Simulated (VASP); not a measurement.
The system is SrO.

```
CELL_PARAMETERS angstrom
0.00000 2.57989 2.57989
2.57989 0.00000 2.57989
2.57989 2.57989 0.00000
ATOMIC_POSITIONS crystal
Sr 0.00000 0.00000 0.00000
O 0.50000 0.50000 0.50000
```

Base run:

```yaml
Program: VASP 6.6.1
Functional: r2SCAN
Potentials_or_basis: VASP PAW PBE potentials, release 64 (Sr_sv, O)
Cutoff: 520 eV
k_mesh: 6 × 6 × 6
Occupations: gaussian, width 0.01 eV
Spin: no spin polarisation
```

Its results: band gap on the k mesh 3.75 eV, indirect (least direct gap 3.84 eV); pressure 0.5 GPa.

Q: The run is repeated on the same cell with these changes: functional from r2SCAN to PBE. What comes out?

A: Band gap on the k mesh 3.27 eV, indirect (least direct gap 3.37 eV); pressure 2.4 GPa.

r2SCAN gives the wider gap, since meta-GGAs in the generalised Kohn-Sham scheme recover part of the derivative discontinuity.

Caveats: the PAW data sets were made with another functional, which shifts forces and pressure a little (some runs).

A k mesh can miss the band edges.
